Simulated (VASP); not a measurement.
The system is GaN.

```
CELL_PARAMETERS angstrom
0.00000 2.22933 2.10852
2.22933 0.00000 2.10852
2.22933 2.22933 0.00000
ATOMIC_POSITIONS crystal
Ga 0.50000 0.50000 0.50000
N 0.00000 0.00000 0.00000
```

This cell differs from its parent crystal: biaxial xy strain +5.7%.

Base run:

| Property | Result |
| --- | --- |
| Program | VASP 6.6.1 |
| Functional | r2SCAN |
| Potentials or basis | VASP PAW PBE potentials, release 64 (Ga_d, N) |
| Cutoff | 520 eV |
| k mesh | 10 × 10 × 10 |
| Occupations | fermi-dirac, width 0.02 eV |
| Spin | no spin polarisation |

Its results: band gap on the k mesh 0.19 eV (least direct gap 1.88 eV); pressure -19.6 GPa.

Task: The run is repeated on the same cell with these changes: functional from r2SCAN to PBE; further incar settings from ALGO = Normal; EDIFF = 1e-07; NBANDS = 16 to ALGO = Normal; EDIFF = 1e-06; NBANDS = 16. What comes out?

Result: Band gap on the k mesh zero (bands 9 and 10 overlap by 0.27 eV); pressure -11.6 GPa.

Caveats: the cell stands under tension; the PAW data sets were made with another functional, which shifts forces and pressure a little (at least some runs); semilocal functionals underestimate gaps, so a narrow gap can read as zero (at least some runs).

A k mesh can miss the band edges.
